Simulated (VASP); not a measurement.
Runs of VASP 6.6.1 on V. The structure is that of space group Fd-3m (No. 227), or close to it. The cells are those of the table. This isn't the form of V at room conditions, which is bcc.

| task | cell | k mesh | cutoff (eV) | gap on the mesh (eV) | pressure (GPa) |
| --- | --- | --- | --- | --- | --- |
| single point | a = 3.559 Å, angles 60.0°, 2 atoms | 17 × 17 × 17 | 520 | none | 4.8 |
| single point | a = 3.608 Å, angles 60.0°, 2 atoms | 17 × 17 × 17 | 520 | none | 0.9 |
| relaxation of cell and atoms | relaxed from a = 3.751 Å, angles 60.0°, 2 atoms | 10 × 10 × 10 | 600 | none | 0.0 |
| single point | a = 3.608 Å, angles 60.0°, 2 atoms | 10 × 10 × 10 | 520 | none | 0.9 |
| single point | a = 3.509 Å, angles 60.0°, 2 atoms | 17 × 17 × 17 | 520 | none | (a) |

Alike in all rows: level LDA; potentials or basis VASP PAW LDA potentials, release 64 (V_sv); no spin polarisation; smearing fermi-dirac 0.1 eV.

Task: Estimate the missing entries.

Result: (a) 9.4.

Caveats: the cell stands under pressure (at least some runs).

A gap of «none» marks levels without a gap at the run's occupations.
